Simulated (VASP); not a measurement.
# PbS (Cmc2_1) in VASP: further runs, part 2 of 2

VASP 6.6.1. The steps go on from the part before.

## 3. Single point, PBEsol

This run uses another cell than the first one, of 28.28 Å³/atom.

The input, INCAR:

```
PREC     = Accurate       # precision mode
ENCUT    = 520            # plane-wave cutoff, eV
EDIFF    = 1E-6           # SCF threshold, eV
ISMEAR   = 0              # smearing method
SIGMA    = 0.01           # smearing width, eV
LREAL    = False          # projectors in reciprocal space
LASPH    = True           # aspherical terms in the spheres
NELM     = 80             # most SCF steps
ALGO     = Normal         # electronic algorithm
ISIF     = 2              # what is computed and relaxed
LWAVE    = False          # write WAVECAR
LCHARG   = True           # write CHGCAR
GGA      = PS             # functional
LELF     = True           # ELF
LVHAR    = True         
NBANDS   = 28             # bands
```

The input, KPOINTS:

```
regular mesh
0
Gamma
  6 6 4
```

The input, POSCAR:

```
PbS
1.0
    2.0705643684     -3.5894447216      0.0000000000
    2.0705643684      3.5894447216      0.0000000000
    0.0000000000      0.0000000000      7.6100120583
Pb S
2 2
Direct
    0.0010316600      0.9989683400      0.4867318100
    0.9989683400      0.0010316600      0.9867318100
    0.6671454800      0.3328545200      0.6924681900
    0.3328545200      0.6671454800      0.1924681900
```

Potentials or basis: VASP PAW PBE potentials, release 64 (Pb_d, S).

Started as:

```
$ cat potpaw_PBE.64/Pb_d/POTCAR potpaw_PBE.64/S/POTCAR > POTCAR
$ mpirun -np 1 vasp_std > vasp.out
```

OUTCAR:

```text
PREC = Accurate
   ENCUT = 520
   EDIFF = 1E-6
   ISMEAR = 0
   LREAL = False
   LASPH = True
   NELM = 80
   ISIF = 2
   GGA = PS

 ion  position               nearest neighbor table
   1  0.001  0.999  0.487-   3 2.86   3 2.86   3 2.86   4 3.27   4 3.28   4 3.28   2 3.81   2 3.81

   2  0.999  0.001  0.987-   4 2.86   4 2.86   4 2.86   3 3.27   3 3.28   3 3.28   1 3.81   1 3.81

   3  0.667  0.333  0.692-   1 2.86   1 2.86   1 2.86   2 3.27   2 3.28   2 3.28
   4  0.333  0.667  0.192-   2 2.86   2 2.86   2 2.86   1 3.27   1 3.28   1 3.28

  LATTYP: Found a base centered orthorhombic cell.
 ALAT       =     4.1411287368
 B/A-ratio  =     1.7335586260
 C/A-ratio  =     1.8376661393

  Lattice vectors:

 A1 = (   2.0705643684,  -3.5894447216,   0.0000000000)
 A2 = (   2.0705643684,   3.5894447216,   0.0000000000)
 A3 = (   0.0000000000,   0.0000000000,   7.6100120583)

Analysis of symmetry for initial positions (statically):
=====================================================================
 Subroutine PRICEL returns:
 Original cell was already a primitive cell.

 Routine SETGRP: Setting up the symmetry group for a
 base centered orthorhombic supercell.
[... 174 lines left out ...]

 val. band max:        4.7317972773   @ k =   0.3333   0.3333   0.0000
 cond. band min:       5.1787816238   @ k =   0.5000   0.5000   0.0000
 fundamental gap:      0.4469843465
 Fermi energy:         4.8394374352

 k-point     1 :       0.0000    0.0000    0.0000
  band No.  band energies     occupation
      1     -12.0057      2.00000
      2     -11.9651      2.00000
      3     -11.9648      2.00000
      4     -11.9529      2.00000
      5     -11.9526      2.00000
      6     -11.9290      2.00000
[... 733 lines left out ...]
     27      11.1323      0.00000
     28      12.3660      0.00000

 [... further k-points ...]

------------------------ aborting loop because EDIFF is reached ----------------------------------------

  FORCE on cell =-STRESS in cart. coord.  units (eV):
  Direction    XX          YY          ZZ          XY          YZ          ZX
  --------------------------------------------------------------------------------------
  -------------------------------------------------------------------------------------
  Total       -1.8339542     -1.8551587     -2.1069146      0.0000000      0.0000000      0.0000000
  in kB      -25.9757275    -26.2760629    -29.8418798      0.0000000      0.0000000      0.0000000
  external PRESSURE =     -27.3645567 kB  Pullay stress =       0.0000000 kB

 VOLUME and BASIS-vectors are now :
 -----------------------------------------------------------------------------
  energy-cutoff  :      520.00
  volume of cell :      113.12
      direct lattice vectors                 reciprocal lattice vectors
     2.070564368 -3.589444722  0.000000000     0.241480056 -0.139297312  0.000000000
     2.070564368  3.589444722  0.000000000     0.241480056  0.139297312  0.000000000
     0.000000000  0.000000000  7.610012058     0.000000000  0.000000000  0.131405836

 POSITION                                       TOTAL-FORCE (eV/Angst)
 -----------------------------------------------------------------------------------
      2.07056      3.58204      3.70403         0.000000      0.004648      0.068319
      2.07056     -3.58204      7.50904         0.000000     -0.004648      0.068319
      2.07056     -1.19992      5.26969         0.000000     -0.003007     -0.068319
      2.07056      1.19992      1.46469         0.000000      0.003007     -0.068319
 -----------------------------------------------------------------------------------
    total drift:                                0.000000     -0.000000     -0.003938

  FREE ENERGIE OF THE ION-ELECTRON SYSTEM (eV)
  ---------------------------------------------------
  free  energy   TOTEN  =       -18.5938313258 eV

  energy  without entropy=      -18.5938313258  energy(sigma->0) =      -18.59383133
```

Run time: 39 s. Hardware: 1 thread of Intel Xeon 6975P-C (Granite Rapids), shared host; peak memory 0.29 GiB.

Results:

* Free energy: -18.5938 eV
* Pressure: -2.7 GPa
* Largest force: 0.068 eV/Å
* Band gap on the k mesh: 0.45 eV (least direct gap 1.14 eV)

Forces on the atoms (eV/Å):
```
Pb   0.000  0.005  0.068
Pb   0.000 -0.005  0.068
S    0.000 -0.003 -0.068
S    0.000  0.003 -0.068
```

Levels at points of the mesh, in eV from the valence-band top:
| k point | band 16 | band 17 | band 18 | band 19 | band 20 | band 21 | band 22 | band 23 | band 24 | band 25 |
| --- | --- | --- | --- | --- | --- | --- | --- | --- | --- | --- |
| (0.00, 0.00, 0.00) | -1.73 | -1.73 | -1.40 | -1.39 | -0.18 | 0.96 | 3.46 | 3.46 | 3.77 | 3.80 |
| (0.50, 0.00, 0.00) | -3.85 | -2.80 | -1.73 | -1.42 | -0.86 | 0.45 | 2.45 | 2.78 | 3.87 | 4.18 |
| (0.50, 0.50, 0.00) | -3.86 | -2.79 | -1.72 | -1.42 | -0.84 | 0.45 | 2.46 | 2.79 | 3.87 | 4.16 |
| (0.00, 0.00, 0.50) | -1.56 | -1.56 | -1.56 | -1.33 | -1.33 | 2.56 | 2.56 | 3.52 | 3.52 | 3.53 |
| (0.50, 0.00, 0.50) | -3.15 | -2.34 | -2.34 | -2.30 | -2.30 | 2.35 | 2.35 | 3.26 | 3.26 | 3.79 |
| (0.50, 0.50, 0.50) | -3.16 | -2.34 | -2.34 | -2.29 | -2.29 | 2.35 | 2.35 | 3.26 | 3.26 | 3.79 |

Caveat: the PAW data sets were made with another functional, which shifts forces and pressure a little; spin-orbit coupling is left out, which moves the levels of the heavy elements.

## 4. Single point, PBEsol

This run uses another cell than the first one, of 28.83 Å³/atom.

The input, INCAR:

```
PREC = Accurate
ENCUT = 520
EDIFF = 1E-6
ISMEAR = 0
SIGMA = 0.01
LREAL = False
LASPH = True
NELM = 60
ALGO = Normal
ISIF = 2
LWAVE = False
LCHARG = False
GGA = PS
NBANDS = 28
```

The input, KPOINTS:

```
Automatic mesh
0
Gamma
  6 6 4
```

The input, POSCAR:

```
PbS
1.0
    2.0840099683     -3.6127534573      0.0000000000
    2.0840099683      3.6127534573      0.0000000000
    0.0000000000      0.0000000000      7.6594291057
Pb S
2 2
Direct
    0.0010316600      0.9989683400      0.4867318100
    0.9989683400      0.0010316600      0.9867318100
    0.6671454800      0.3328545200      0.6924681900
    0.3328545200      0.6671454800      0.1924681900
```

Started as:

```
$ cat potpaw_PBE.64/Pb_d/POTCAR potpaw_PBE.64/S/POTCAR > POTCAR
$ mpirun -np 1 vasp_std > vasp.out
```

Wall time 38 s (1 thread of Intel Xeon 6975P-C (Granite Rapids), shared host); peak memory 0.29 GiB.

Results (log left out):

```
Free energy            : -18.5512 eV
Pressure               : -3.6 GPa
Largest force          : 0.132 eV/Å
Band gap on the k mesh : 0.49 eV (least direct gap 1.13 eV)
```

Forces in eV/Å, atoms in the order of the input:
```
Pb   0.000  0.004  0.132
Pb   0.000 -0.004  0.132
S    0.000 -0.003 -0.132
S    0.000  0.003 -0.132
```

Stress tensor (GPa, compression positive):
```
-3.38  0.00  0.00
 0.00 -3.41  0.00
 0.00  0.00 -3.87
```

Levels at points of the mesh, in eV from the valence-band top:
```csv
k point,band 16,band 17,band 18,band 19,band 20,band 21,band 22,band 23,band 24,band 25
"(0.00, 0.00, 0.00)",-1.64,-1.64,-1.32,-1.32,-0.17,0.96,3.47,3.47,3.76,3.78
"(0.50, 0.00, 0.00)",-3.71,-2.68,-1.64,-1.36,-0.82,0.49,2.48,2.80,3.86,4.20
"(0.50, 0.50, 0.00)",-3.72,-2.68,-1.64,-1.36,-0.81,0.49,2.49,2.81,3.86,4.18
"(0.00, 0.00, 0.50)",-1.48,-1.48,-1.48,-1.29,-1.29,2.56,2.56,3.53,3.53,3.54
"(0.50, 0.00, 0.50)",-3.05,-2.24,-2.24,-2.21,-2.21,2.37,2.37,3.27,3.27,3.78
"(0.50, 0.50, 0.50)",-3.05,-2.24,-2.24,-2.21,-2.21,2.37,2.37,3.27,3.27,3.78
```

Caveat: the cell stands under tension; the PAW data sets were made with another functional, which shifts forces and pressure a little; spin-orbit coupling is left out, which moves the levels of the heavy elements.

## 5. Single point, PBEsol

This run uses another cell than the first one, of 29.39 Å³/atom.

The input, INCAR:

```
SYSTEM = PbS
  PREC = Accurate
  ENCUT = 520
  EDIFF = 1E-6
  ISMEAR = 0
  SIGMA = 0.01
  LREAL = .False.
  LASPH = .True.
  NELM = 100
  ALGO = Normal
  ISIF = 2
  LWAVE = .False.
  LCHARG = .False.
  GGA = PS
  NBANDS = 28
```

The input, KPOINTS:

```
regular mesh
0
Gamma
  6 6 4
  0 0 0
```

The input, POSCAR:

```
PbS
1.0
    2.0972842750     -3.6357652463      0.0000000000
    2.0972842750      3.6357652463      0.0000000000
    0.0000000000      0.0000000000      7.7082165937
Pb S
2 2
Direct
    0.0010316600      0.9989683400      0.4867318100
    0.9989683400      0.0010316600      0.9867318100
    0.6671454800      0.3328545200      0.6924681900
    0.3328545200      0.6671454800      0.1924681900
```

Started as:

```
$ cat potpaw_PBE.64/Pb_d/POTCAR potpaw_PBE.64/S/POTCAR > POTCAR
$ mpirun -np 1 vasp_std > vasp.out
```

Wall time 44 s (1 thread of Intel Xeon 6975P-C (Granite Rapids), shared host); peak memory 0.29 GiB.

Results (log left out):

| Item | Value |
| --- | --- |
| Free energy | -18.4979 eV |
| Pressure | -4.3 GPa |
| Largest force | 0.192 eV/Å |
| Band gap on the k mesh | 0.54 eV (least direct gap 1.13 eV) |

Forces in eV/Å, atoms in the order of the input:
```
Pb   0.000  0.003  0.192
Pb   0.000 -0.003  0.192
S    0.000 -0.002 -0.192
S    0.000  0.002 -0.192
```

Stress tensor (GPa, compression positive):
```
-4.08  0.00  0.00
 0.00 -4.10  0.00
 0.00  0.00 -4.66
```

Levels at points of the mesh, in eV from the valence-band top:
```tsv
k point	band 17	band 18	band 19	band 20	band 21	band 22	band 23	band 24
(0.00, 0.00, 0.00)	-1.56	-1.25	-1.25	-0.16	0.96	3.48	3.48	3.74
(0.50, 0.00, 0.00)	-2.57	-1.56	-1.30	-0.79	0.54	2.51	2.82	3.86
(0.50, 0.50, 0.00)	-2.57	-1.56	-1.30	-0.78	0.54	2.52	2.83	3.85
(0.00, 0.00, 0.50)	-1.40	-1.40	-1.25	-1.25	2.56	2.56	3.53	3.53
(0.50, 0.00, 0.50)	-2.15	-2.15	-2.13	-2.13	2.39	2.39	3.28	3.28
(0.50, 0.50, 0.50)	-2.14	-2.14	-2.13	-2.13	2.39	2.39	3.28	3.28
```

Caveat: the cell stands under tension; the PAW data sets were made with another functional, which shifts forces and pressure a little; spin-orbit coupling is left out, which moves the levels of the heavy elements. A k mesh can miss the band edges.

## 6. Summary

```tsv
cell	gap on the mesh (eV)	pressure (GPa)	largest force (eV/Å)
a = 4.117, b = 4.117, c = 7.560 Å, angles 90.0, 90.0, 120.0°, 4 atoms	0.40	-1.8	0.01
a = 4.144, b = 4.144, c = 7.610 Å, angles 90.0, 90.0, 120.0°, 4 atoms	0.45	-2.7	0.07
a = 4.171, b = 4.171, c = 7.659 Å, angles 90.0, 90.0, 120.0°, 4 atoms	0.49	-3.6	0.13
a = 4.197, b = 4.197, c = 7.708 Å, angles 90.0, 90.0, 120.0°, 4 atoms	0.54	-4.3	0.19
```

Alike in all rows: task single point; level PBEsol; potentials or basis VASP PAW PBE potentials, release 64 (Pb_d, S); no spin polarisation; k mesh 6 × 6 × 4; cutoff (eV) 520; smearing gaussian 0.01 eV.

Caveats: the PAW data sets were made with another functional, which shifts forces and pressure a little; spin-orbit coupling is left out, which moves the levels of the heavy elements; the cell stands under tension (at least some runs).

Total energies depend on the potentials used, so only differences within one code and one set of settings carry meaning.
